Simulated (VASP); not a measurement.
CdPtC6N6: single point with LDA

The system is CdPtC6N6.

```
Cd Pt C N
1.0
     0.00000    5.41471    5.41471
     5.41471    0.00000    5.41471
     5.41471    5.41471    0.00000
Cd Pt C N
1 1 6 6
Direct
  0.50000 0.50000 0.50000
  0.00000 0.00000 0.00000
  0.18357 0.18357 0.81643
  0.81643 0.81643 0.18357
  0.81643 0.18357 0.18357
  0.18357 0.81643 0.81643
  0.18357 0.81643 0.18357
  0.81643 0.18357 0.81643
  0.28994 0.28994 0.71006
  0.71006 0.71006 0.28994
  0.71006 0.28994 0.28994
  0.28994 0.71006 0.71006
  0.28994 0.71006 0.28994
  0.71006 0.28994 0.71006
```

| Property | Result |
| --- | --- |
| Program | VASP 6.6.1 |
| Task | single point |
| Functional | LDA |
| Potentials or basis | VASP PAW LDA potentials, release 64 (Cd, Pt, C, N) |
| Cutoff | 520 eV |
| k mesh | 4 × 4 × 4 |
| Occupations | gaussian, width 0.0783 eV |
| Spin | no spin polarisation |

```json
{
  "Pressure": "0.6 GPa",
  "Largest force": "0.400 eV/Å",
  "Band gap on the k mesh": "5.30 eV, indirect (least direct gap 5.49 eV)"
}
```

Forces in eV/Å, atoms in the order of the input:
```
Cd   0.000  0.000  0.000
Pt   0.000  0.000  0.000
C    0.000  0.000 -0.400
C    0.000  0.000  0.400
C   -0.400  0.000  0.000
C    0.400  0.000  0.000
C    0.000 -0.400  0.000
C    0.000  0.400  0.000
N    0.000  0.000  0.362
N    0.000  0.000 -0.362
N    0.362  0.000  0.000
N   -0.362  0.000  0.000
N    0.000  0.362  0.000
N    0.000 -0.362  0.000
```

Levels at points of the mesh, in eV from the valence-band top:
```
           k point  band 36  band 37  band 38  band 39  band 40  band 41
(0.00, 0.00, 0.00)    -0.83    -0.48    -0.48     5.62     5.62     6.21
(0.50, 0.00, 0.00)    -0.72     0.00     0.00     5.50     5.50     6.13
(0.50, 0.50, 0.00)    -0.54    -0.48    -0.34     5.30     5.66     6.12
```

It took 2.2 min on 1 thread of AMD EPYC 9R45 96-Core Processor (Zen 5), with other jobs on the host, peak memory 0.42 GiB.

Caveat: spin-orbit coupling is left out, which moves the levels of the heavy elements. As with any semilocal functional, this LDA gap is likely too small.
